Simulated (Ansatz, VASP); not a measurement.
H3C2N: VASP beside Ansatz

```
CELL_PARAMETERS angstrom
14.02824 0.00000 0.00000
0.00000 14.50000 0.00000
0.00000 0.00000 15.00000
ATOMIC_POSITIONS crystal
C 0.42055 0.49201 0.48935
C 0.52415 0.49114 0.49085
N 0.60692 0.49043 0.49207
H 0.39373 0.43961 0.44291
H 0.39219 0.47731 0.55603
H 0.39440 0.55981 0.46792
```

Alike in both runs: functional PBE; dispersion D3(BJ); k mesh 1 × 1 × 1; occupations gaussian, width 0.005 eV; no spin polarisation.

Ansatz relaxed the structure, and its values are those at the end. VASP's run is a single point on that final structure, the one shown.

|  | VASP | Ansatz |
| --- | --- | --- |
| version | VASP 6.6.1 | Ansatz 0.2.0 |
| potentials or method | VASP PAW PBE potentials, release 64 (C, N, H), cutoff 520 eV | scalar-relativistic, plane waves, PAW |
| valence electrons in the cell | 16 | 16 |

|  | VASP | Ansatz | Ansatz less VASP |
| --- | --- | --- | --- |
| gap on the k mesh at the Fermi level (eV) | 7.26 | 7.25 | -0.018 |
| rms of the force components (eV/Å) | 0.137 | 0.001 | -0.1366 |

One of these differences is far larger than is usual between the two programs; its cause wasn't traced.

Noted on VASP's run: the standard files for N, O and F lose accuracy on very short bonds.
